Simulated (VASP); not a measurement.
# SnO2 (I4_1/amd) in VASP: a series of runs

SnO2 is run at these levels: r2SCAN+rVV10; tasks: single point.

Program: VASP 6.6.1. These are calculated values, not measurements. Logs are shortened: lines on timing, memory, paths and dates and some standing lists are left out, and cuts for length are marked.

### Step 1. The cell of the first run

It takes space group I4_1/amd (No. 141, tetragonal). The conventional cell has a = 3.993 Å, b = 3.993 Å, c = 10.163 Å, α = 90.00°, β = 90.00°, γ = 90.00°. Sn (site symmetry -4m2) has 6 O at 2.05 to 2.08 Å within 2.7 Å. Within 2.7 Å of O (site symmetry 2mm) lie 3 Sn at 2.05 to 2.08 Å and 2 O at 2.56 Å.

### Step 2. Single point, r2SCAN+rVV10

File POSCAR:

```
SnO2
1.0
   -1.9962769883      1.9962769883      5.0813093467
    1.9962769883     -1.9962769883      5.0813093467
    1.9962769883      1.9962769883     -5.0813093467
Sn O
2 4
Direct
    0.7500000000      0.2500000000      0.5000000000
    0.0000000000      0.0000000000      0.0000000000
    0.5457821833      0.0457821833      0.5000000000
    0.7957821833      0.7957821833      0.0000000000
    0.2042178167      0.2042178167      0.0000000000
    0.9542178167      0.4542178167      0.5000000000
```

File INCAR.step1:

```
SYSTEM = SnO2
  PREC = Accurate
  ENCUT = 520
  ISMEAR = -1
  SIGMA = 0.03
  LREAL = .FALSE.
  LASPH = .TRUE.
  NELM = 60
  NBANDS = 35
  GGA = PE
  ALGO = Normal
  EDIFF = 1E-4
  LWAVE = .TRUE.
  LCHARG = .FALSE.
```

File INCAR.step2:

```
SYSTEM = SnO2
  PREC = Accurate
  ENCUT = 520
  EDIFF = 1E-6
  ISMEAR = -1
  SIGMA = 0.03
  LREAL = .FALSE.
  LASPH = .TRUE.
  NELM = 60
  ALGO = Normal
  ISIF = 2
  LWAVE = .FALSE.
  LCHARG = .TRUE.
  METAGGA = R2SCAN
  LMIXTAU = .TRUE.
  LUSE_VDW = .TRUE.
  IVDW_NL = 2
  BPARAM = 11.95
  CPARAM = 0.0093
  LELF = .TRUE.
  LVHAR = .TRUE.
  NBANDS = 35
  ISTART = 1
```

File KPOINTS:

```
regular mesh
0
G
  8 8 8
  0 0 0
```

Potentials or basis: VASP PAW PBE potentials, release 64 (Sn_d, O).

Started as:

```sh
cat potpaw_PBE.64/Sn_d/POTCAR potpaw_PBE.64/O/POTCAR > POTCAR
cp INCAR.step1 INCAR
mpirun -np 1 vasp_std > vasp.out
cp INCAR.step2 INCAR
mpirun -np 1 vasp_std > vasp.out
```

OUTCAR:

```text
SYSTEM = SnO2
   PREC = Accurate
   ENCUT = 520
   EDIFF = 1E-6
   ISMEAR = -1
   LREAL = .FALSE.
   LASPH = .TRUE.
   NELM = 60
   ISIF = 2
   METAGGA = R2SCAN
   IVDW_NL = 2
   BPARAM = 11.95
   ISTART = 1

 ion  position               nearest neighbor table
   1  0.750  0.250  0.500-   4 2.05   5 2.05   4 2.05   5 2.05   3 2.08   6 2.08   2 3.23   2 3.23
                             2 3.23   2 3.23
   2  0.000  0.000  0.000-   3 2.05   6 2.05   3 2.05   6 2.05   5 2.08   4 2.08   1 3.23   1 3.23
                             1 3.23   1 3.23
   3  0.546  0.046  0.500-   2 2.05   2 2.05   1 2.08
   4  0.796  0.796  0.000-   1 2.05   1 2.05   2 2.08
   5  0.204  0.204  0.000-   1 2.05   1 2.05   2 2.08
   6  0.954  0.454  0.500-   2 2.05   2 2.05   1 2.08

  LATTYP: Found a body centered tetragonal cell.
 ALAT       =     3.9925539766
 C/A-ratio  =     2.5453929372

  Lattice vectors:

 A1 = (  -1.9962769883,   1.9962769883,   5.0813093467)
 A2 = (   1.9962769883,  -1.9962769883,   5.0813093467)
 A3 = (   1.9962769883,   1.9962769883,  -5.0813093467)

Analysis of symmetry for initial positions (statically):
=====================================================================
 Subroutine PRICEL returns:
 Original cell was already a primitive cell.

 Routine SETGRP: Setting up the symmetry group for a
 body centered tetragonal supercell.

 Subroutine GETGRP returns: Found 16 space group operations
 (whereof  8 operations were pure point group operations)
 out of a pool of 16 trial point group operations.

The static configuration has the point symmetry D_2d.
 The point group associated with its full space group is D_4h.

Analysis of symmetry for dynamics (positions and initial velocities):
=====================================================================
 Subroutine PRICEL returns:
 Original cell was already a primitive cell.

 Routine SETGRP: Setting up the symmetry group for a
 body centered tetragonal supercell.

 Subroutine GETGRP returns: Found 16 space group operations
 (whereof  8 operations were pure point group operations)
 out of a pool of 16 trial point group operations.

The dynamic configuration has the point symmetry D_2d.
 The point group associated with its full space group is D_4h.

 Subroutine INISYM returns: Found 16 space group operations
 (whereof  8 operations are pure point group operations),
 and found     1 'primitive' translations

----------------------------------------------------------------------------------------
[... 100 lines left out ...]
   NELM   =     60;   NELMIN=  2; NELMDL=  0     # of ELM steps
   EDIFF  = 0.1E-05   stopping-criterion for ELM
   LREAL  =      F    real-space projection
   EDIFFG = 0.1E-04   stopping-criterion for IOM
   NSW    =      0    number of steps for IOM
   IBRION =     -1    ionic relax: 0-MD 1-quasi-New 2-CG
   NFREE  =      0    steps in history (QN), initial steepest desc. (CG)
   ISIF   =      2    stress and relaxation
   ISYM   =      2    0-nonsym 1-usesym 2-fastsym
   POTIM  = 0.5000    time-step for ionic-motion
   TEBEG  =    0.0;   TEEND  =   0.0 temperature during run
   PSTRESS=    0.0 pullay stress
   NELECT =      52.0000    total number of electrons
   NUPDOWN=      -1.0000    fix difference up-down
   EMIN   =  10.00;   EMAX   =-10.00  energy-range for DOS
   EFERMI =   0.00;   METHOD = LEGACY
   ISMEAR =    -1;   SIGMA  =   0.03  broadening in eV -4-tet -1-fermi 0-gaus
   EFERMI_NEDOS =   21; number of points for ismear=-14 and -15
   IALGO  =     38    algorithm
   IMIX   =      4    mixing-type and parameters
     AMIX     =   0.40;   BMIX     =  1.00
     AMIX_MAG =   1.60;   BMIX_MAG =  1.00
  volume/ion in A,a.u.               =      13.50        91.10
  Fermi-wavevector in a.u.,A,eV,Ry     =   1.412267  2.668798 27.136801  1.994499
  Thomas-Fermi vector in A             =   2.534033
   LORBIT       =      0    0 simple, 1 ext, 2 COOP (PROOUT), +10 PAW based schemes
   METAGGA = R2SCAN    functional components
   LHFCALC =     F    Hartree Fock is set to
   AEXX    =    0.0000 exact exchange contribution
   IVDW_NL    =     2    kernel type
   BPARAM     =11.9500
   IVDW    =     0    specifies the selected vdW correction
   LEPSILON=     F    determine dielectric tensor
   LRPA    =     F    only Hartree local field effects (RPA)
 non-spin polarized calculation
  energy-cutoff  :      520.00
  volume of cell :       81.00
 maximum number of plane-waves:      2218
 NGX is ok and might be reduce to    48
   NGX = 21   NGY = 21   NGZ = 21

 number of electron      52.0000003 magnetization

 Free energy of the ion-electron system (eV)
  ---------------------------------------------------
  ext. energy  EPLUGINS =         0.00000000
  ---------------------------------------------------
  free energy    TOTEN  =       -82.65138074 eV

  energy without entropy =      -82.65138074  energy(sigma->0) =      -82.65138074

 E-fermi :   4.4015     XC(G=0): -11.2027

 val. band max:        3.7302012752   @ k =   0.2500   0.2500   0.2500
 cond. band min:       6.1129155608   @ k =   0.0000   0.0000   0.0000
 fundamental gap:      2.3827142857
 Fermi energy:         4.4015252088

 k-point     1 :       0.0000    0.0000    0.0000
  band No.  band energies     occupation
      1     -17.3276      2.00000
      2     -17.2942      2.00000
      3     -17.1271      2.00000
      4     -16.4200      2.00000
      5     -16.2416      2.00000
      6     -16.2416      2.00000
[... 901 lines left out ...]
     34      15.8649      0.00000
     35      17.5969      0.00000

 [... further k-points ...]
[... 5 lines left out ...]
  --------------------------------------------------------------------------------------
  -------------------------------------------------------------------------------------
  Total        0.5007907      0.5007907      0.7497246      0.0000000      0.0000000      0.0000000
  in kB        9.9058010      9.9058010     14.8297945      0.0000000      0.0000000      0.0000000
  external PRESSURE =      11.5471322 kB  Pullay stress =       0.0000000 kB

 VOLUME and BASIS-vectors are now :
 -----------------------------------------------------------------------------
  energy-cutoff  :      520.00
  volume of cell :       81.00
      direct lattice vectors                 reciprocal lattice vectors
    -1.996276988  1.996276988  5.081309347     0.000000000  0.250466244  0.098399835
     1.996276988 -1.996276988  5.081309347     0.250466244  0.000000000  0.098399835
     1.996276988  1.996276988 -5.081309347     0.250466244  0.250466244  0.000000000

 POSITION                                       TOTAL-FORCE (eV/Angst)
 -----------------------------------------------------------------------------------
      0.00000      1.99628      2.54065        -0.000000     -0.000000     -0.000000
      0.00000      0.00000      0.00000        -0.000000     -0.000000     -0.000000
     -0.00000      1.99628      0.46527        -0.000000      0.000000     -0.044017
      0.00000      0.00000      8.08723         0.000000     -0.000000     -0.044017
      0.00000      0.00000      2.07539         0.000000     -0.000000      0.044017
      0.00000      1.99628      4.61604        -0.000000      0.000000      0.044017
 -----------------------------------------------------------------------------------
    total drift:                               -0.000000     -0.000000      0.000000

  FREE ENERGIE OF THE ION-ELECTRON SYSTEM (eV)
  ---------------------------------------------------
  free  energy   TOTEN  =       -82.6513807420 eV

  energy  without entropy=      -82.6513807420  energy(sigma->0) =      -82.65138074
```

OUTCAR.step1:

```text
SYSTEM = SnO2
   PREC = Accurate
   ENCUT = 520
   ISMEAR = -1
   LREAL = .FALSE.
   LASPH = .TRUE.
   NELM = 60
[... 1152 lines left out ...]
      0.00000      0.00000      8.08723         0.000000      0.000000     -0.106773
      0.00000      0.00000      2.07539        -0.000000     -0.000000      0.106773
      0.00000      1.99628      4.61604        -0.000000     -0.000000      0.106773
 -----------------------------------------------------------------------------------
    total drift:                               -0.000000     -0.000000      0.000000

  FREE ENERGIE OF THE ION-ELECTRON SYSTEM (eV)
  ---------------------------------------------------
  free  energy   TOTEN  =       -36.8570852371 eV

  energy  without entropy=      -36.8570852371  energy(sigma->0) =      -36.85708524
```

It took 27 min on 1 thread of Oxide Virtual Turin-like, shared host; peak memory 0.78 GiB.

What came out:

- Free energy: -82.6514 eV
- Pressure: 1.2 GPa
- Largest force: 0.044 eV/Å
- Band gap on the k mesh: 2.38 eV (least direct gap 2.82 eV)

Forces in eV/Å, atoms in the order of the input:
```
Sn   0.000  0.000  0.000
Sn   0.000  0.000  0.000
O    0.000  0.000 -0.044
O    0.000  0.000 -0.044
O    0.000  0.000  0.044
O    0.000  0.000  0.044
```

Stress tensor (GPa, compression positive):
```
0.99 0.00 0.00
0.00 0.99 0.00
0.00 0.00 1.48
```

Caveat: the PAW data sets were made with another functional, which shifts forces and pressure a little; spin-orbit coupling is left out, which moves the levels of the heavy elements. A k mesh can miss the band edges.

### Step 3. Single point, r2SCAN+rVV10

POSCAR is that of step 2.

File INCAR.step1:

```
PREC = Accurate
ENCUT = 520
ISMEAR = -1
SIGMA = 0.03
LREAL = F
LASPH = T
NELM = 60
NBANDS = 35
GGA = PE
ALGO = Normal
EDIFF = 1E-4
LWAVE = T
LCHARG = F
```

File INCAR.step2:

```
PREC = Accurate
ENCUT = 520
EDIFF = 1E-6
ISMEAR = -1
SIGMA = 0.03
LREAL = F
LASPH = T
NELM = 60
ALGO = Normal
ISIF = 2
LWAVE = F
LCHARG = F
METAGGA = R2SCAN
LMIXTAU = T
LUSE_VDW = T
IVDW_NL = 2
BPARAM = 11.95
CPARAM = 0.0093
NBANDS = 35
ISTART = 1
```

File KPOINTS:

```
Automatic mesh
0
Gamma
  10 10 10
```

Potentials or basis: VASP PAW PBE potentials, release 64 (Sn_d, O).

Started as:

```sh
cat potpaw_PBE.64/Sn_d/POTCAR potpaw_PBE.64/O/POTCAR > POTCAR
cp INCAR.step1 INCAR
mpirun -np 1 vasp_std > vasp.out
cp INCAR.step2 INCAR
mpirun -np 1 vasp_std > vasp.out
```

Wall time 32 min (1 thread of Oxide Virtual Turin-like, shared host); peak memory 0.84 GiB.

It converged, with:

```yaml
Free_energy: -82.6513 eV
Pressure: 1.2 GPa
Largest_force: 0.044 eV/Å
Band_gap_on_the_k_mesh: 2.39 eV (least direct gap 2.82 eV)
```

Forces on the atoms (eV/Å):
```
Sn   0.000  0.000  0.000
Sn   0.000  0.000  0.000
O    0.000  0.000 -0.044
O    0.000  0.000 -0.044
O    0.000  0.000  0.044
O    0.000  0.000  0.044
```

Stress tensor (GPa, compression positive):
```
0.99 0.00 0.00
0.00 0.99 0.00
0.00 0.00 1.48
```

Levels at points of the mesh, in eV from the valence-band top:
| k point | band 24 | band 25 | band 26 | band 27 | band 28 | band 29 |
| --- | --- | --- | --- | --- | --- | --- |
| (0.00, 0.00, 0.00) | -0.68 | -0.43 | -0.43 | 2.39 | 6.43 | 9.88 |
| (0.50, 0.00, 0.00) | -0.80 | -0.60 | -0.36 | 5.83 | 7.17 | 8.61 |
| (0.50, 0.50, 0.00) | -0.78 | -0.04 | -0.04 | 8.32 | 8.32 | 8.48 |
| (0.50, 0.50, 0.50) | -1.05 | -0.32 | -0.32 | 5.08 | 5.08 | 8.23 |

Caveat: the PAW data sets were made with another functional, which shifts forces and pressure a little; spin-orbit coupling is left out, which moves the levels of the heavy elements. A k mesh can miss the band edges.
